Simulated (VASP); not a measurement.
Set up this calculation in VASP 6.6.1, as the native input.

| Property | Result |
| --- | --- |
| Task | single point |
| Functional | PBEsol |
| Potentials or basis | VASP PAW PBE potentials, release 64 (Mo_sv, S) |
| Cutoff | 520 eV |
| k mesh | 10 × 10 × 2 |
| Occupations | gaussian, width 0.05 eV |
| Spin | no spin polarisation |
| Dipole correction | no |
| Further INCAR settings | ALGO = Normal; EDIFF = 1e-07; NBANDS = 35 |

The structure of MoS2 lies in POSCAR:

```
MoS2
1.0
   -3.1414322132      0.0000000000      0.0000000000
   -1.5707161066     -2.7205601009      0.0000000000
   -1.2565728853      0.0000000000     12.5788195080
Mo S
2 4
Direct
    0.2333333333      0.3333333333      0.2500000000
    0.3666666667      0.6666666667      0.7500000000
    0.0829117965      0.3333333333      0.6260538420
    0.6162451299      0.6666666667      0.1260538420
   -0.0162451299      0.3333333333      0.8739461580
    0.5170882035      0.6666666667      0.3739461580
```

These files were run (other wordings do the same):

INCAR

```
PREC = Accurate ; ENCUT = 520
EDIFF = 1E-7 ; ISMEAR = 0
SIGMA = 0.05 ; LREAL = False
LASPH = True ; NELM = 100
ALGO = Normal ; ISIF = 2
LWAVE = False ; LCHARG = True
GGA = PS ; LELF = True
LVHAR = True ; NBANDS = 35
```

KPOINTS

```
Automatic mesh
0
Gamma
  10 10 2
```

Potentials or basis: VASP PAW PBE potentials, release 64 (Mo_sv, S).

Run with:

```console
$ cat potpaw_PBE.64/Mo_sv/POTCAR potpaw_PBE.64/S/POTCAR > POTCAR
$ mpirun -np 1 vasp_std > vasp.out
```

Results of the run:

| Item | Value |
| --- | --- |
| Pressure | 0.3 GPa |
| Largest force | 0.136 eV/Å |
| Band gap on the k mesh | 1.01 eV (least direct gap 1.98 eV) |

Caveat: the PAW data sets were made with another functional, which shifts forces and pressure a little.

Wall time 2.4 min on 1 thread of Intel(R) Xeon(R) 6975P-C (Granite Rapids), on a shared host, peak memory 0.43 GiB.
